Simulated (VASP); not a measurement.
A run of VASP 6.6.1 is set up as follows.

INCAR

```
  PREC = Accurate
  ENCUT = 520
  EDIFF = 1E-6
  ISMEAR = 0
  SIGMA = 0.1
  LREAL = False
  LASPH = True
  NELM = 80
  ALGO = Normal
  ISIF = 2
  LWAVE = False
  LCHARG = True
  GGA = PS
  LELF = True
  LVHAR = True
  NBANDS = 14
```

The input KPOINTS:

```
Automatic mesh
0
Gamma
  10 10 3
```

File POSCAR:

```
Li
1.0
    3.0343860000      0.0000000000      0.0000000000
   -1.5171930000      2.6278550000      0.0000000000
    0.0000000000      0.0000000000     10.2162080000
Li
4
Direct
    0.0000000000      0.0000000000     -0.0048941838
    0.3333333333      0.6666666667      0.2500000000
    0.0000000000      0.0000000000      0.5000000000
    0.6666666667      0.3333333333      0.7500000000
```

Potentials or basis: VASP PAW PBE potentials, release 64 (Li_sv).

The run is started by

```bash
$ cat potpaw_PBE.64/Li_sv/POTCAR > POTCAR
$ mpirun -np 1 vasp_std > vasp.out
```

Question: Predict the largest force.

Answer: 0.060 eV/Å.

Question: What does it give for the band gap on the k mesh?

Answer: Zero (bands 6 and 7 overlap by 4.06 eV).

Forces in eV/Å, atoms in the order of the input:
```
Li   0.000  0.000  0.060
Li   0.000  0.000 -0.029
Li   0.000  0.000  0.001
Li   0.000  0.000 -0.032
```

Caveat: the PAW data sets were made with another functional, which shifts forces and pressure a little.
